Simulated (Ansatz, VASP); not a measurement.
One calculation of W, two programs

File INCAR:

```
PREC = Accurate ; ENCUT = 520
EDIFF = 1E-7 ; ISMEAR = 0
SIGMA = 0.1 ; LREAL = False
LASPH = True ; NELM = 100
ALGO = Normal ; ISIF = 2
LWAVE = False ; LCHARG = False
GGA = PS ; NBANDS = 13
```

File KPOINTS:

```
Automatic mesh
0
Gamma
  18 18 18
```

POSCAR

```
W
1.0
    0.0000000000      2.0019860000      2.0019860000
    2.0019860000      0.0000000000      2.0019860000
    2.0019860000      2.0019860000      0.0000000000
W
1
Direct
    0.0000000000      0.0000000000      0.0000000000
```

Input for Ansatz:

```yaml
crystal:
  lattice:
    - [0.0, 2.001986, 2.001986]
    - [2.001986, 0.0, 2.001986]
    - [2.001986, 2.001986, 0.0]
  atoms:
    - { symbol: W, position: [0.0, 0.0, 0.0] }
basis:
  ecutwfc: 420
kpoints:
  mp_grid: { grid: [18, 18, 18] }
hamiltonian:
  xc: pbesol
scf:
  occupations: { method: gaussian, width: 0.1 }
output:
  forces: true
  stress: true
  eigenvalues: true
```

Alike in both runs: task single point; functional PBEsol; k mesh 18 × 18 × 18; occupations gaussian, width 0.1 eV; no spin polarisation.

```csv
,VASP,Ansatz
version,VASP 6.6.1,Ansatz 0.2.0
potentials or method,"VASP PAW PBE potentials, release 64 (W_sv), cutoff 520 eV","scalar-relativistic, plane waves, PAW"
valence electrons in the cell,14,14
```

```csv
,VASP,Ansatz,Ansatz less VASP
gap on the k mesh at the Fermi level (eV),none,none,-
pressure (GPa),-0.7,-1.3,-0.65
```

VASP's potentials were made for PBE, not for PBEsol. A gap of «none» marks a metal or a gap that the smearing closes. With one functional, cell and mesh, what is left measures potentials, basis and numerics.

Spin-orbit coupling is off throughout.
